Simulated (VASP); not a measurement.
A run of VASP 6.6.1 is set up as follows.

The input INCAR:

```
SYSTEM = ZnSnN2
PREC = Accurate
ENCUT = 520
EDIFF = 1E-6
ISMEAR = -1
SIGMA = 0.02
LREAL = .False.
LASPH = .True.
NELM = 60
ALGO = Normal
ISIF = 2
LWAVE = .False.
LCHARG = .True.
LELF = .True.
LVHAR = .True.
NBANDS = 26
```

File KPOINTS:

```
regular mesh
0
Gamma
  6 6 6
  0 0 0
```

The input POSCAR:

```
ZnSnN2
1.0
    3.3501033710      0.0000000000      0.0000000000
    0.0000000000      3.3501033710      0.0000000000
    0.0000000000      0.0000000000      4.6244792955
Zn N Sn
1 2 1
Direct
    0.0000000000      0.0000000000      0.0000000000
    0.0000000000      0.5000000000      0.2412593049
    0.5000000000      0.0000000000      0.7587406951
    0.5000000000      0.5000000000      0.5000000000
```

Potentials or basis: VASP PAW LDA potentials, release 64 (Zn, N, Sn_d).

Command:

```bash
$ cat potpaw_LDA.64/Zn/POTCAR potpaw_LDA.64/N/POTCAR potpaw_LDA.64/Sn_d/POTCAR > POTCAR
$ mpirun -np 1 vasp_std > vasp.out
```

Task: What does it give for the largest force?

Result: 0.017 eV/Å.

Task: Estimate the pressure.

Result: 0.6 GPa.

Forces in eV/Å, atoms in the order of the input:
```
Zn   0.000  0.000  0.000
N    0.000  0.000  0.017
N    0.000  0.000 -0.017
Sn   0.000  0.000  0.000
```
